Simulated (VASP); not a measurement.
# Ta4H3 (P6/mmm) in VASP: a series of runs

Runs on Ta4H3. Level: PBE. Tasks: single point, relaxation of cell and atoms.

Everything below comes from runs of VASP 6.6.1. Logs are shortened: lines on timing, memory, paths and dates and some standing lists are left out, and cuts for length are marked.

## (1) The cell of the first run

It takes space group P6/mmm (No. 191, hexagonal). Conventional cell: a = 4.590 Å, b = 4.590 Å, c = 5.535 Å, α = 90.00°, β = 90.00°, γ = 120.00°. Ta (site symmetry 3m) has 5 Ta at 2.65 to 2.79 Å and 6 H at 2.66 to 2.99 Å within 3.5 Å. Within 1.5 Å of H (site symmetry 6mm) lie 1 H at 1.11 Å. Within 1.5 Å of H (site symmetry 6/mmm) lie 2 H at 1.11 Å.

## (2) Single point, PBE

INCAR

```
ALGO = Normal
EDIFF = 1E-6
ENCUT = 520
GGA = PE
ISIF = 2
ISMEAR = 0
LASPH = True
LCHARG = True
LELF = True
LREAL = False
LVHAR = True
LWAVE = False
NBANDS = 32
NELM = 100
PREC = Accurate
SIGMA = 0.2
```

KPOINTS

```
k-points
0
Gamma
  4 4 3
```

POSCAR

```
Ta4H3
1.0
    4.5895732825      0.0000000000      0.0000000000
   -2.2947866412      3.9746870552      0.0000000000
    0.0000000000      0.0000000000      5.5353682955
Ta H
4 3
Direct
    0.3333333333      0.6666666667      0.7481829203
    0.3333333333      0.6666666667      0.2518170797
    0.6666666667      0.3333333333      0.2518170797
    0.6666666667      0.3333333333      0.7481829203
    0.0000000000      0.0000000000      0.2005406070
    0.0000000000      0.0000000000      0.7994593930
    0.0000000000      0.0000000000      0.0000000000
```

Potentials or basis: VASP PAW PBE potentials, release 64 (Ta_pv, H).

Launch:

```
cat potpaw_PBE.64/Ta_pv/POTCAR potpaw_PBE.64/H/POTCAR > POTCAR
mpirun -np 1 vasp_std > vasp.out
```

OUTCAR:

```text
EDIFF = 1E-6
   ENCUT = 520
   GGA = PE
   ISIF = 2
   ISMEAR = 0
   LASPH = True
   LREAL = False
   NELM = 100
   PREC = Accurate

 ion  position               nearest neighbor table
   1  0.333  0.667  0.748-   4 2.65   4 2.65   4 2.65   2 2.75   2 2.79
   2  0.333  0.667  0.252-   3 2.65   3 2.65   3 2.65   1 2.75   1 2.79
   3  0.667  0.333  0.252-   2 2.65   2 2.65   2 2.65   4 2.75   4 2.79
   4  0.667  0.333  0.748-   1 2.65   1 2.65   1 2.65   3 2.75   3 2.79
   5  0.000  0.000  0.201-
   6  0.000  0.000  0.799-
   7  0.000  0.000  0.000-

  LATTYP: Found a hexagonal cell.
 ALAT       =     4.5895732825
 C/A-ratio  =     1.2060747165

  Lattice vectors:

 A1 = (   4.5895732825,   0.0000000000,   0.0000000000)
 A2 = (  -2.2947866412,   3.9746870552,   0.0000000000)
 A3 = (   0.0000000000,   0.0000000000,   5.5353682955)

Analysis of symmetry for initial positions (statically):
=====================================================================
 Subroutine PRICEL returns:
 Original cell was already a primitive cell.

 Routine SETGRP: Setting up the symmetry group for a
 hexagonal supercell.

 Subroutine GETGRP returns: Found 24 space group operations
 (whereof 24 operations were pure point group operations)
 out of a pool of 24 trial point group operations.

The static configuration has the point symmetry D_6h.

Analysis of symmetry for dynamics (positions and initial velocities):
=====================================================================
 Subroutine PRICEL returns:
 Original cell was already a primitive cell.

 Routine SETGRP: Setting up the symmetry group for a
 hexagonal supercell.

 Subroutine GETGRP returns: Found 24 space group operations
 (whereof 24 operations were pure point group operations)
 out of a pool of 24 trial point group operations.

The dynamic configuration has the point symmetry D_6h.

 Subroutine INISYM returns: Found 24 space group operations
 (whereof 24 operations are pure point group operations),
 and found     1 'primitive' translations

----------------------------------------------------------------------------------------

                                     Primitive cell
[... 83 lines left out ...]
   NELM   =    100;   NELMIN=  2; NELMDL= -5     # of ELM steps
   EDIFF  = 0.1E-05   stopping-criterion for ELM
   LREAL  =      F    real-space projection
   EDIFFG = 0.1E-04   stopping-criterion for IOM
   NSW    =      0    number of steps for IOM
   IBRION =     -1    ionic relax: 0-MD 1-quasi-New 2-CG
   NFREE  =      0    steps in history (QN), initial steepest desc. (CG)
   ISIF   =      2    stress and relaxation
   ISYM   =      2    0-nonsym 1-usesym 2-fastsym
   POTIM  = 0.5000    time-step for ionic-motion
   TEBEG  =    0.0;   TEEND  =   0.0 temperature during run
   PSTRESS=    0.0 pullay stress
   NELECT =      47.0000    total number of electrons
   NUPDOWN=      -1.0000    fix difference up-down
   EMIN   =  10.00;   EMAX   =-10.00  energy-range for DOS
   EFERMI =   0.00;   METHOD = LEGACY
   ISMEAR =     0;   SIGMA  =   0.20  broadening in eV -4-tet -1-fermi 0-gaus
   EFERMI_NEDOS =   21; number of points for ismear=-14 and -15
   IALGO  =     38    algorithm
   IMIX   =      4    mixing-type and parameters
     AMIX     =   0.40;   BMIX     =  1.00
     AMIX_MAG =   1.60;   BMIX_MAG =  1.00
  volume/ion in A,a.u.               =      14.43        97.35
  Fermi-wavevector in a.u.,A,eV,Ry     =   1.268723  2.397539 21.900732  1.609658
  Thomas-Fermi vector in A             =   2.401803
   LORBIT       =      0    0 simple, 1 ext, 2 COOP (PROOUT), +10 PAW based schemes
   GGA     = PE    functional components
   LHFCALC =     F    Hartree Fock is set to
   AEXX    =    0.0000 exact exchange contribution
   IVDW    =     0    specifies the selected vdW correction
   LEPSILON=     F    determine dielectric tensor
   LRPA    =     F    only Hartree local field effects (RPA)
 non-spin polarized calculation
 Gauss-broadening in eV      SIGMA  =   0.20
  energy-cutoff  :      520.00
  volume of cell :      100.98
 maximum number of plane-waves:      2751
 NGX is ok and might be reduce to    36
   NGX = 17   NGY = 17   NGZ = 21

 number of electron      47.0000004 magnetization

 Free energy of the ion-electron system (eV)
  ---------------------------------------------------
  ext. energy  EPLUGINS =         0.00000000
  ---------------------------------------------------
  free energy    TOTEN  =       -48.80760995 eV

  energy without entropy =      -48.66528265  energy(sigma->0) =      -48.73644630

 E-fermi :   3.4144     XC(G=0): -11.1268

 val. band max:        3.4047427780   @ k =   0.2500   0.0000   0.0000
 cond. band min:       3.4384983190   @ k =   0.2500   0.2500   0.0000
 fundamental gap:      0.0337555411
 Fermi energy:         3.4144223572

 k-point     1 :       0.0000    0.0000    0.0000
  band No.  band energies     occupation
      1     -31.0074      2.00000
      2     -30.9233      2.00000
      3     -30.9233      2.00000
      4     -30.7876      2.00000
      5     -30.7876      2.00000
      6     -30.6908      2.00000
[... 269 lines left out ...]
     31       6.6639      0.00000
     32       7.1124      0.00000

------------------------ aborting loop because EDIFF is reached ----------------------------------------

  FORCE on cell =-STRESS in cart. coord.  units (eV):
  Direction    XX          YY          ZZ          XY          YZ          ZX
  --------------------------------------------------------------------------------------
  -------------------------------------------------------------------------------------
  Total       -0.0209604     -0.0209604     -0.1862982     -0.0000000     -0.0000000      0.0000000
  in kB       -0.3325736     -0.3325736     -2.9559530     -0.0000000     -0.0000000      0.0000000
  external PRESSURE =      -1.2070334 kB  Pullay stress =       0.0000000 kB

 VOLUME and BASIS-vectors are now :
 -----------------------------------------------------------------------------
  energy-cutoff  :      520.00
  volume of cell :      100.98
      direct lattice vectors                 reciprocal lattice vectors
     4.589573282  0.000000000  0.000000000     0.217885180  0.125796067  0.000000000
    -2.294786641  3.974687055  0.000000000     0.000000000  0.251592134  0.000000000
     0.000000000  0.000000000  5.535368295     0.000000000  0.000000000  0.180656453

 POSITION                                       TOTAL-FORCE (eV/Angst)
 -----------------------------------------------------------------------------------
     -0.00000      2.64979      4.14147         0.000000      0.000000     -0.004141
     -0.00000      2.64979      1.39390        -0.000000      0.000000      0.004141
      2.29479      1.32490      1.39390        -0.000000     -0.000000      0.004141
      2.29479      1.32490      4.14147        -0.000000     -0.000000     -0.004141
      0.00000      0.00000      1.11007         0.000000      0.000000      0.013894
      0.00000      0.00000      4.42530        -0.000000      0.000000     -0.013894
      0.00000      0.00000      0.00000        -0.000000      0.000000      0.000000
 -----------------------------------------------------------------------------------
    total drift:                                0.000000      0.000000      0.000000

  FREE ENERGIE OF THE ION-ELECTRON SYSTEM (eV)
  ---------------------------------------------------
  free  energy   TOTEN  =       -48.8076099475 eV

  energy  without entropy=      -48.6652826466  energy(sigma->0) =      -48.73644630
```

Run time: 19 s. Hardware: 1 thread of Intel Xeon 6975P-C (Granite Rapids), shared host; peak memory 0.22 GiB.

What came out:

```yaml
Free_energy: -48.8076 eV
Pressure: -0.1 GPa
Largest_force: 0.014 eV/Å
```

Forces in eV/Å, atoms in the order of the input:
```
Ta   0.000  0.000 -0.004
Ta   0.000  0.000  0.004
Ta   0.000  0.000  0.004
Ta   0.000  0.000 -0.004
H    0.000  0.000  0.014
H    0.000  0.000 -0.014
H    0.000  0.000  0.000
```

Stress tensor (GPa, compression positive):
```
-0.03  0.00  0.00
 0.00 -0.03  0.00
 0.00  0.00 -0.30
```

Levels at points of the mesh, in eV from the Fermi level:
| k point | band 21 | band 22 | band 23 | band 24 | band 25 | band 26 |
| --- | --- | --- | --- | --- | --- | --- |
| (0.00, 0.00, 0.00) | -0.70 | 0.36 | 0.36 | 1.15 | 1.15 | 1.21 |
| (0.50, 0.00, 0.00) | -1.11 | -0.86 | -0.61 | -0.31 | -0.14 | 2.05 |

Caveat: the k points lie up to 0.40 Å⁻¹ apart; spin-orbit coupling is left out, which moves the levels of the heavy elements.

## (3) Relaxation of cell and atoms, PBE

This run uses another cell than the first one, of 15.61 Å³/atom, 1.082 times its volume.

INCAR

```
PREC = Accurate
ENCUT = 600
EDIFF = 1E-6
ISMEAR = 0
SIGMA = 0.2
LREAL = F
LASPH = T
NELM = 100
ALGO = Normal
ISIF = 3
LWAVE = F
LCHARG = F
GGA = PE
IBRION = 2
NSW = 36
EDIFFG = -0.08
```

KPOINTS

```
Automatic mesh
0
Gamma
  4 4 3
```

POSCAR

```
Ta4H3
1.0
    4.4638674600      0.0000000000      0.0000000000
   -2.2319337300      3.8658226200      0.0000000000
    0.0000000000      0.0000000000      6.3318634900
Ta H
4 3
Direct
    0.3333333300      0.6666666700      0.8067076700
    0.3333333300      0.6666666700      0.1932923300
    0.6666666700      0.3333333300      0.1932923300
    0.6666666700      0.3333333300      0.8067076700
    0.0000000000      0.0000000000      0.1456542200
    0.0000000000      0.0000000000      0.8543457800
    0.0000000000      0.0000000000      0.0000000000
```

Potentials or basis: VASP PAW PBE potentials, release 64 (Ta_pv, H).

Launch:

```
cat potpaw_PBE.64/Ta_pv/POTCAR potpaw_PBE.64/H/POTCAR > POTCAR
mpirun -np 1 vasp_std > vasp.out
```

OUTCAR:

```text
PREC = Accurate
   ENCUT = 600
   EDIFF = 1E-6
   ISMEAR = 0
   LREAL = F
   LASPH = T
   NELM = 100
   ISIF = 3
   GGA = PE
   IBRION = 2
   NSW = 36
   EDIFFG = -0.08

 ion  position               nearest neighbor table
   1  0.333  0.667  0.807-   2 2.45   4 2.58   4 2.58   4 2.58   3 3.55   3 3.55   3 3.55
   2  0.333  0.667  0.193-   1 2.45   3 2.58   3 2.58   3 2.58   4 3.55   4 3.55   4 3.55
   3  0.667  0.333  0.193-   4 2.45   2 2.58   2 2.58   2 2.58   1 3.55   1 3.55   1 3.55
   4  0.667  0.333  0.807-   3 2.45   1 2.58   1 2.58   1 2.58   2 3.55   2 3.55   2 3.55
   5  0.000  0.000  0.146-
   6  0.000  0.000  0.854-
   7  0.000  0.000  0.000-

  LATTYP: Found a hexagonal cell.
 ALAT       =     4.4638674600
 C/A-ratio  =     1.4184703168

[... 183 lines left out ...]
  Total        9.6099743      9.6099743      9.1458232      0.0000000      0.0000000     -0.0000000
  in kB      140.9120237    140.9120237    134.1061293      0.0000000      0.0000000     -0.0000000
  external PRESSURE =     138.6433922 kB  Pullay stress =       0.0000000 kB
[... 617 lines left out ...]
     27       4.2137      0.00000
     28       5.8166      0.00000

[... ionic steps 4 to 13 ...]

--------------------------------------- Ionic step       14  -------------------------------------------

 number of electron      47.0000008 magnetization

------------------------ aborting loop because EDIFF is reached ----------------------------------------
[... 77 lines left out ...]
--------------------------------------- Ionic step       16  -------------------------------------------

 number of electron      47.0000009 magnetization

 Free energy of the ion-electron system (eV)
  ---------------------------------------------------
  ext. energy  EPLUGINS =         0.00000000
  ---------------------------------------------------
  free energy    TOTEN  =       -48.80908861 eV

  energy without entropy =      -48.66588017  energy(sigma->0) =      -48.73748439

 E-fermi :   3.4276     XC(G=0): -11.1325

 val. band max:        3.4155073644   @ k =   0.2500   0.0000   0.3333
 cond. band min:       3.4588819246   @ k =   0.2500   0.2500   0.0000
 fundamental gap:      0.0433745602
 Fermi energy:         3.4275799062
[... 280 lines left out ...]
  FREE ENERGIE OF THE ION-ELECTRON SYSTEM (eV)
  ---------------------------------------------------
  free  energy   TOTEN  =       -48.8090886129 eV

  energy  without entropy=      -48.6658801682  energy(sigma->0) =      -48.73748439

 reached required accuracy - stopping structural energy minimisation
```

OSZICAR:

```text
N       E                     dE             d eps       ncg     rms          rms(c)
DAV:   1     0.451722298578E+03    0.45172E+03   -0.27509E+04   448   0.179E+03
DAV:   2    -0.233168188537E+02   -0.47504E+03   -0.46675E+03   500   0.479E+02
DAV:   3    -0.467932079641E+02   -0.23476E+02   -0.21671E+02   588   0.829E+01
[... 151 lines left out ...]
DAV:   2    -0.488104607249E+02    0.84373E-02   -0.19397E-02   512   0.857E-01    0.200E-01
DAV:   3    -0.488090714769E+02    0.13892E-02   -0.40105E-03   564   0.320E-01    0.665E-02
DAV:   4    -0.488090861768E+02   -0.14700E-04   -0.18161E-04   496   0.707E-02    0.561E-02
DAV:   5    -0.488090878763E+02   -0.16995E-05   -0.10739E-05   528   0.166E-02    0.228E-02
DAV:   6    -0.488090886129E+02   -0.73665E-06   -0.16272E-06   344   0.906E-03
  16 F= -.48809089E+02 E0= -.48737484E+02  d E =-.288404E-02
```

Wall time 3.4 min (1 thread of Intel Xeon 6975P-C (Granite Rapids), shared host); peak memory 0.27 GiB.

Results:

```
Free energy                            : -48.8091 eV
Relaxed volume                         : 14.40 Å³/atom
Relaxed cell                           : a = 4.591 Å, b = 4.591 Å, c = 5.523 Å, α = 90.00°, β = 90.00°, γ = 120.00°
Space group after relaxing (to 0.05 Å) : P6/mmm (No. 191)
Energy gained by relaxing              : 459.4 meV/atom
Ionic steps                            : 16
Pressure after relaxing                : 0.3 GPa
Largest force after relaxing           : 0.075 eV/Å
```

Forces on the atoms (eV/Å):
```
Ta   0.000  0.000 -0.019
Ta   0.000  0.000  0.019
Ta   0.000  0.000  0.019
Ta   0.000  0.000 -0.019
H    0.000  0.000  0.075
H    0.000  0.000 -0.075
H    0.000  0.000  0.000
```

The path:
```tsv
step	energy change (eV)	largest force (eV/Å)	pressure (GPa)	volume (Å³)
1	0.0000	3.3374	13.86	109.27
2	-0.5099	0.3597	-12.04	132.05
3	-1.0395	0.6101	-3.91	121.19
4	-1.5911	0.9671	-5.01	118.07
5	-2.6264	1.4288	-1.17	107.51
6	-2.8190	0.8941	-0.16	105.30
7	-2.8200	0.8746	0.00	105.13
8	-2.9999	0.5761	-1.28	105.00
9	-3.1664	0.1566	-3.01	104.63
10	-3.1760	0.0810	-3.29	104.50
11	-3.2088	0.1009	-1.16	102.19
12	-3.2129	0.1154	-0.11	101.14
13	-3.2129	0.1164	-0.08	101.07
14	-3.2129	0.1182	0.09	100.94
15	-3.2143	0.1056	0.14	100.90
16	-3.2158	0.0750	0.28	100.80
```

Final structure:
```yaml
crystal:
  lattice:
    - [4.59077, 0.00000, 0.00000]
    - [-2.29538, 3.97572, 0.00000]
    - [0.00000, 0.00000, 5.52292]
  atoms:
    - { symbol: Ta, position: [0.33333, 0.66667, 0.74832] }
    - { symbol: Ta, position: [0.33333, 0.66667, 0.25168] }
    - { symbol: Ta, position: [0.66667, 0.33333, 0.25168] }
    - { symbol: Ta, position: [0.66667, 0.33333, 0.74832] }
    - { symbol: H, position: [0.00000, 0.00000, 0.19895] }
    - { symbol: H, position: [0.00000, 0.00000, 0.80105] }
    - { symbol: H, position: [0.00000, 0.00000, 0.00000] }
```

Levels at points of the mesh, in eV from the Fermi level:
```tsv
k point	band 19	band 20	band 21	band 22	band 23	band 24	band 25	band 26	band 27	band 28
(0.00, 0.00, 0.00)	-1.31	-0.71	-0.71	0.36	0.36	1.13	1.13	1.22	1.22	1.70
(0.50, 0.00, 0.00)	-1.31	-1.19	-1.13	-0.85	-0.62	-0.30	-0.13	2.02	2.17	2.52
```

Caveat: the k points lie up to 0.40 Å⁻¹ apart in the final cell; spin-orbit coupling is left out, which moves the levels of the heavy elements; the relaxation stopped at a loose force limit of 0.08 eV/Å, so its end isn't a converged minimum.
